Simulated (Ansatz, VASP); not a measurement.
## Te: VASP beside Ansatz

```
CELL_PARAMETERS angstrom
-2.29322 2.25729 0.02306
0.08918 0.02472 -6.32269
-4.58348 -4.51164 0.08153
ATOMIC_POSITIONS crystal
Te 0.48142 0.75085 0.74411
Te 0.51688 0.24801 0.75475
Te 0.48961 0.75620 0.25612
Te 0.51210 0.24493 0.24502
```

Change from the starting cell: cell x4, atoms moved at random (sigma 0.05 Å) and cell strained at random (1.5 %), then relaxed without symmetry.

Alike in both runs: task relaxation of cell and atoms; functional PBE; k mesh 6 × 4 × 4; occupations gaussian, width 0.2 eV; no spin polarisation.

```csv
,VASP,Ansatz
version,VASP 6.6.1,Ansatz 0.2.0
potentials or method,"VASP PAW PBE potentials, release 64 (Te), cutoff 600 eV","scalar-relativistic, plane waves, PAW"
valence electrons in the cell,24,64
```

|  | VASP | Ansatz | Ansatz less VASP |
| --- | --- | --- | --- |
| gap on the k mesh at the Fermi level, each at its own relaxed structure (eV) | none | none | - |
| relaxed volume (Å³/atom) | 33.24 | 33.26 | +0.023 |
| relaxed length of the cell vector where the two differ most in proportion (Å) | 6.390 | 6.377 | -0.0126 |

A gap of «none» marks a metal or a gap that the smearing closes. VASP's potentials hold 24 valence electrons a cell and Ansatz's 64, so a difference there can come from the potentials and not from the codes.

Spin-orbit coupling is off throughout. Noted on VASP's run: too few bands were computed for a metal, which touches its energy and stress.
